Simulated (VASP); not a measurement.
# BN (F-43m) in VASP: a series of runs

BN is run at these levels: r2SCAN; tasks: single point.

All numbers are computed with VASP 6.6.1; they aren't measurements. Logs are shortened: lines on timing, memory, paths and dates and some standing lists are left out, and cuts for length are marked.

## Step 1: The cell of the first run

Symmetry: F-43m, No. 216, cubic system. The conventional cell has a = 3.626 Å, b = 3.626 Å, c = 3.626 Å, α = 90.00°, β = 90.00°, γ = 90.00°. Within 2.1 Å of B (site symmetry -43m) lie 4 N at 1.57 Å. N (site symmetry -43m) has 4 B at 1.57 Å within 2.1 Å.

## Step 2: Single point, r2SCAN

The input, POSCAR:

```
BN
1.0
    0.0000000000      1.8130010000      1.8130010000
    1.8130010000      0.0000000000      1.8130010000
    1.8130010000      1.8130010000      0.0000000000
B N
1 1
Direct
    0.0000000000      0.0000000000      0.0000000000
    0.7500000000      0.7500000000      0.7500000000
```

The input, INCAR.step1:

```
SYSTEM = BN
PREC     = Accurate       ! precision mode
ENCUT    = 660            ! plane-wave cutoff, eV
ISMEAR   = 0              ! smearing method
SIGMA    = 0.1            ! smearing width, eV
LREAL    = .FALSE.        ! projectors in reciprocal space
LASPH    = .TRUE.         ! aspherical terms in the spheres
NELM     = 120            ! most SCF steps
NBANDS   = 11             ! bands
GGA      = PE             ! functional
ALGO     = Normal         ! electronic algorithm
EDIFF    = 1E-5           ! SCF threshold, eV
LWAVE    = .TRUE.         ! write WAVECAR
LCHARG   = .FALSE.        ! write CHGCAR
GGA_COMPAT= .FALSE.
```

The input, INCAR.step2:

```
SYSTEM = BN
PREC     = Accurate       ! precision mode
ENCUT    = 660            ! plane-wave cutoff, eV
EDIFF    = 1E-6           ! SCF threshold, eV
ISMEAR   = 0              ! smearing method
SIGMA    = 0.1            ! smearing width, eV
LREAL    = .FALSE.        ! projectors in reciprocal space
LASPH    = .TRUE.         ! aspherical terms in the spheres
NELM     = 120            ! most SCF steps
ALGO     = Normal         ! electronic algorithm
ISIF     = 2              ! what is computed and relaxed
LWAVE    = .FALSE.        ! write WAVECAR
LCHARG   = .FALSE.        ! write CHGCAR
METAGGA  = R2SCAN         ! meta-GGA
LMIXTAU  = .TRUE.       
NBANDS   = 11             ! bands
ISTART   = 1            
GGA_COMPAT= .FALSE.
```

The input, KPOINTS:

```
Automatic mesh
0
G
  8 8 8
  0 0 0
```

Potentials or basis: VASP PAW PBE potentials, release 64 (B, N).

The run is started by

```
$ cat potpaw_PBE.64/B/POTCAR potpaw_PBE.64/N/POTCAR > POTCAR
$ cp INCAR.step1 INCAR
$ mpirun -np 1 vasp_std > vasp.out
$ cp INCAR.step2 INCAR
$ mpirun -np 1 vasp_std > vasp.out
```

OUTCAR:

```text
SYSTEM = BN
   PREC = Accurate
   ENCUT = 660
   EDIFF = 1E-6
   ISMEAR = 0
   LREAL = .FALSE.
   LASPH = .TRUE.
   NELM = 120
   ISIF = 2
   METAGGA = R2SCAN
   ISTART = 1

 ion  position               nearest neighbor table
   1  0.000  0.000  0.000-   2 1.57   2 1.57   2 1.57   2 1.57
   2  0.750  0.750  0.750-   1 1.57   1 1.57   1 1.57   1 1.57

  LATTYP: Found a face centered cubic cell.
 ALAT       =     3.6260020000

  Lattice vectors:

 A1 = (   0.0000000000,   1.8130010000,   1.8130010000)
 A2 = (   1.8130010000,   0.0000000000,   1.8130010000)
 A3 = (   1.8130010000,   1.8130010000,   0.0000000000)

Analysis of symmetry for initial positions (statically):
=====================================================================
 Subroutine PRICEL returns:
 Original cell was already a primitive cell.

 Routine SETGRP: Setting up the symmetry group for a
 face centered cubic supercell.

 Subroutine GETGRP returns: Found 24 space group operations
 (whereof 24 operations were pure point group operations)
 out of a pool of 48 trial point group operations.

The static configuration has the point symmetry T_d .

Analysis of symmetry for dynamics (positions and initial velocities):
=====================================================================
 Subroutine PRICEL returns:
 Original cell was already a primitive cell.

 Routine SETGRP: Setting up the symmetry group for a
 face centered cubic supercell.

 Subroutine GETGRP returns: Found 24 space group operations
 (whereof 24 operations were pure point group operations)
 out of a pool of 48 trial point group operations.

The dynamic configuration has the point symmetry T_d .

 Subroutine INISYM returns: Found 24 space group operations
 (whereof 24 operations are pure point group operations),
 and found     1 'primitive' translations

----------------------------------------------------------------------------------------

                                     Primitive cell

  volume of cell :      11.9186

  direct lattice vectors                    reciprocal lattice vectors
     0.000000000  1.813001000  1.813001000    -0.275785838  0.275785838  0.275785838
     1.813001000  0.000000000  1.813001000     0.275785838 -0.275785838  0.275785838
     1.813001000  1.813001000  0.000000000     0.275785838  0.275785838 -0.275785838

  length of vectors
     2.563970603  2.563970603  2.563970603     0.477675083  0.477675083  0.477675083

  position of ions in fractional coordinates (direct lattice)
     0.000000000  0.000000000  0.000000000
     0.750000000  0.750000000  0.750000000

  ion indices of the primitive-cell ions
   primitive index   ion index
                 1           1
                 2           2

----------------------------------------------------------------------------------------

 KPOINTS: Automatic mesh

Automatic generation of k-mesh.
 Grid dimensions read from file:
 generate k-points for:    8    8    8

 Generating k-lattice:

  Cartesian coordinates                     Fractional coordinates (reciprocal lattice)
    -0.034473230  0.034473230  0.034473230     0.125000000  0.000000000  0.000000000
     0.034473230 -0.034473230  0.034473230     0.000000000  0.125000000  0.000000000
     0.034473230  0.034473230 -0.034473230     0.000000000  0.000000000  0.125000000

  Length of vectors
     0.059709385  0.059709385  0.059709385

  Shift w.r.t. Gamma in fractional coordinates (k-lattice)
     0.000000000  0.000000000  0.000000000

 Subroutine IBZKPT returns following result:
 ===========================================

 Found     29 irreducible k-points:

 Following reciprocal coordinates:
            Coordinates               Weight
  0.000000  0.000000  0.000000      1.000000
  0.125000  0.000000  0.000000      8.000000
  0.250000  0.000000  0.000000      8.000000
  0.375000  0.000000  0.000000      8.000000
  0.500000  0.000000  0.000000      4.000000
  0.125000  0.125000  0.000000      6.000000
[... 16 lines left out ...]
  0.500000  0.250000  0.125000     48.000000
 -0.375000  0.250000  0.125000     24.000000
 [... further k-points ...]
   k-points           NKPTS =     29   k-points in BZ     NKDIM =     29   number of bands    NBANDS=     11
   number of dos      NEDOS =    301   number of ions     NIONS =      2
   total plane-waves  NPLWV =  13824
   dimension x,y,z NGX =    24 NGY =   24 NGZ =   24
   dimension x,y,z NGXF=    48 NGYF=   48 NGZF=   48
   ions per type =               1   1
   NGX,Y,Z   is equivalent  to a cutoff of  15.56, 15.56, 15.56 a.u.
   NGXF,Y,Z  is equivalent  to a cutoff of  31.12, 31.12, 31.12 a.u.
 SYSTEM =  BN
   PREC   = accura    normal or accurate (medium, high low for compatibility)
   ISTART =      1    job   : 0-new  1-cont  2-samecut
   ICHARG =      0    charge: 1-file 2-atom 10-const
   ISPIN  =      1    spin polarized calculation?
   LNONCOLLINEAR =      F non collinear calculations
   LSORBIT =      F    spin-orbit coupling
   LASPH  =      T    aspherical Exc in radial PAW
   ENCUT  =  660.0 eV  48.51 Ry    6.96 a.u.   5.37  5.37  5.37*2*pi/ulx,y,z
   NELM   =    120;   NELMIN=  2; NELMDL=  0     # of ELM steps
   EDIFF  = 0.1E-05   stopping-criterion for ELM
   LREAL  =      F    real-space projection
   EDIFFG = 0.1E-04   stopping-criterion for IOM
   NSW    =      0    number of steps for IOM
   IBRION =     -1    ionic relax: 0-MD 1-quasi-New 2-CG
   NFREE  =      0    steps in history (QN), initial steepest desc. (CG)
   ISIF   =      2    stress and relaxation
   ISYM   =      2    0-nonsym 1-usesym 2-fastsym
   POTIM  = 0.5000    time-step for ionic-motion
   TEBEG  =    0.0;   TEEND  =   0.0 temperature during run
   PSTRESS=    0.0 pullay stress
   NELECT =       8.0000    total number of electrons
   NUPDOWN=      -1.0000    fix difference up-down
   EMIN   =  10.00;   EMAX   =-10.00  energy-range for DOS
   EFERMI =   0.00;   METHOD = LEGACY
   ISMEAR =     0;   SIGMA  =   0.10  broadening in eV -4-tet -1-fermi 0-gaus
   EFERMI_NEDOS =   21; number of points for ismear=-14 and -15
   IALGO  =     38    algorithm
   IMIX   =      4    mixing-type and parameters
     AMIX     =   0.40;   BMIX     =  1.00
     AMIX_MAG =   1.60;   BMIX_MAG =  1.00
  volume/ion in A,a.u.               =       5.96        40.22
  Fermi-wavevector in a.u.,A,eV,Ry     =   1.433387  2.708709 27.954506  2.054598
  Thomas-Fermi vector in A             =   2.552911
   LORBIT       =      0    0 simple, 1 ext, 2 COOP (PROOUT), +10 PAW based schemes
   METAGGA = R2SCAN    functional components
   LHFCALC =     F    Hartree Fock is set to
   AEXX    =    0.0000 exact exchange contribution
   IVDW    =     0    specifies the selected vdW correction
   LEPSILON=     F    determine dielectric tensor
   LRPA    =     F    only Hartree local field effects (RPA)
 non-spin polarized calculation
 Gauss-broadening in eV      SIGMA  =   0.10
  energy-cutoff  :      660.00
  volume of cell :       11.92
 maximum number of plane-waves:       477
 NGX is ok and might be reduce to    24
   NGX = 11   NGY = 11   NGZ = 11

 number of electron       8.0000000 magnetization

 Free energy of the ion-electron system (eV)
  ---------------------------------------------------
  ext. energy  EPLUGINS =         0.00000000
  ---------------------------------------------------
  free energy    TOTEN  =       -19.17331948 eV

  energy without entropy =      -19.17331948  energy(sigma->0) =      -19.17331948

 E-fermi :   7.5673     XC(G=0): -13.5976

 val. band max:        7.1300787781   @ k =   0.0000   0.0000   0.0000
 cond. band min:      12.0952533492   @ k =   0.5000   0.5000   0.0000
 fundamental gap:      4.9651745711
 Fermi energy:         7.5672970257

 k-point     1 :       0.0000    0.0000    0.0000
  band No.  band energies     occupation
      1     -14.0554      2.00000
      2       7.1301      2.00000
      3       7.1301      2.00000
      4       7.1301      2.00000
      5      16.6114      0.00000
      6      16.6114      0.00000
      7      16.6114      0.00000
      8      18.0372      0.00000
      9      33.0836      0.00000
     10      35.7593      0.00000
     11      35.7593      0.00000

 k-point     2 :       0.1250    0.0000    0.0000
  band No.  band energies     occupation
      1     -13.6664      2.00000
      2       5.1824      2.00000
      3       6.7415      2.00000
      4       6.7415      2.00000
      5      16.9644      0.00000
      6      17.2046      0.00000
      7      17.2046      0.00000
      8      19.3082      0.00000
      9      32.6729      0.00000
     10      32.7302      0.00000
     11      32.7302      0.00000

 k-point     3 :       0.2500    0.0000    0.0000
  band No.  band energies     occupation
      1     -12.5410      2.00000
      2       1.4477      2.00000
      3       5.9728      2.00000
      4       5.9728      2.00000
      5      17.3659      0.00000
      6      18.1887      0.00000
      7      18.1887      0.00000
      8      21.5411      0.00000
      9      31.6734      0.00000
     10      31.6734      0.00000
     11      31.8014      0.00000

 k-point     4 :       0.3750    0.0000    0.0000
  band No.  band energies     occupation
      1     -10.8984      2.00000
      2      -2.0993      2.00000
      3       5.3570      2.00000
      4       5.3570      2.00000
      5      17.6775      0.00000
      6      18.5513      0.00000
      7      18.5513      0.00000
      8      22.9832      0.00000
      9      31.6072      0.00000
     10      33.3438      0.00000
     11      33.3438      0.00000
[... 239 lines left out ...]
 k-point    22 :       0.3750    0.2500    0.1250
  band No.  band energies     occupation
      1     -11.5838      2.00000
      2       1.1917      2.00000
      3       3.0746      2.00000
      4       5.0461      2.00000
      5      16.3440      0.00000
      6      19.7513      0.00000
      7      20.4515      0.00000
      8      21.3075      0.00000
      9      27.6421      0.00000
     10      34.0401      0.00000
     11      35.7170      0.00000

 k-point    23 :       0.5000    0.2500    0.1250
  band No.  band energies     occupation
      1     -10.0561      2.00000
      2      -1.3777      2.00000
      3       2.2139      2.00000
      4       4.1007      2.00000
      5      17.1909      0.00000
      6      19.2204      0.00000
      7      21.6364      0.00000
      8      22.6966      0.00000
      9      28.3646      0.00000
     10      33.5442      0.00000
     11      35.9521      0.00000

 k-point    24 :      -0.3750    0.2500    0.1250
  band No.  band energies     occupation
      1      -9.0903      2.00000
      2      -2.8466      2.00000
      3       2.1263      2.00000
      4       3.5908      2.00000
      5      17.4076      0.00000
      6      18.9794      0.00000
      7      22.3481      0.00000
      8      23.9003      0.00000
      9      27.6736      0.00000
     10      34.2568      0.00000
     11      35.9166      0.00000

 [... further k-points ...]

------------------------ aborting loop because EDIFF is reached ----------------------------------------

  FORCE on cell =-STRESS in cart. coord.  units (eV):
  Direction    XX          YY          ZZ          XY          YZ          ZX
  --------------------------------------------------------------------------------------
  -------------------------------------------------------------------------------------
  Total       -0.2991159     -0.2991159     -0.2991159      0.0000000     -0.0000000     -0.0000000
  in kB      -40.2092424    -40.2092424    -40.2092424      0.0000000     -0.0000000     -0.0000000
  external PRESSURE =     -40.2092424 kB  Pullay stress =       0.0000000 kB

 VOLUME and BASIS-vectors are now :
 -----------------------------------------------------------------------------
  energy-cutoff  :      660.00
  volume of cell :       11.92
      direct lattice vectors                 reciprocal lattice vectors
     0.000000000  1.813001000  1.813001000    -0.275785838  0.275785838  0.275785838
     1.813001000  0.000000000  1.813001000     0.275785838 -0.275785838  0.275785838
     1.813001000  1.813001000  0.000000000     0.275785838  0.275785838 -0.275785838

 POSITION                                       TOTAL-FORCE (eV/Angst)
 -----------------------------------------------------------------------------------
      0.00000      0.00000      0.00000        -0.000000     -0.000000     -0.000000
      2.71950      2.71950      2.71950         0.000000      0.000000      0.000000
 -----------------------------------------------------------------------------------
    total drift:                               -0.000000     -0.000000     -0.000000

  FREE ENERGIE OF THE ION-ELECTRON SYSTEM (eV)
  ---------------------------------------------------
  free  energy   TOTEN  =       -19.1733194785 eV

  energy  without entropy=      -19.1733194785  energy(sigma->0) =      -19.17331948
```

It took 69 s on 1 thread of AMD EPYC 7R13, shared host; peak memory 0.11 GiB.

Results:

- Free energy: -19.1733 eV
- Pressure: -4.0 GPa
- Band gap on the k mesh: 4.97 eV, indirect (least direct gap 9.48 eV)

Caveat: the PAW data sets were made with another functional, which shifts forces and pressure a little.

[end of part 1 of 4]
